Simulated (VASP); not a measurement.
Runs of VASP 6.6.1 on BiTe. The structure is that of space group Fm-3m (No. 225), or close to it. The cells are those of the table. 

```csv
cell,gap on the mesh (eV),pressure (GPa)
"a = 4.482 Å, angles 60.0°, 2 atoms",none,(a)
"a = 4.575 Å, angles 60.0°, 2 atoms",none,0.7
"a = 4.529 Å, angles 60.0°, 2 atoms",none,(b)
"a = 4.620 Å, angles 60.0°, 2 atoms",none,-0.7
"a = 4.665 Å, angles 60.0°, 2 atoms",none,-1.9
```

Alike in all rows: task single point; level PBE; potentials or basis VASP PAW PBE potentials, release 64 (Bi_d, Te); no spin polarisation; k mesh 8 × 8 × 8; cutoff (eV) 520; smearing fermi-dirac 0.1 eV.

**Question.** Estimate the missing entries.

**Answer.** (a) 4.3; (b) 2.3.

Caveats: spin-orbit coupling is left out, which moves the levels of the heavy elements.

A k mesh can miss the band edges, and the runs leave out spin-orbit coupling on Bi, Te.

A gap of «none» marks levels without a gap at the run's occupations.
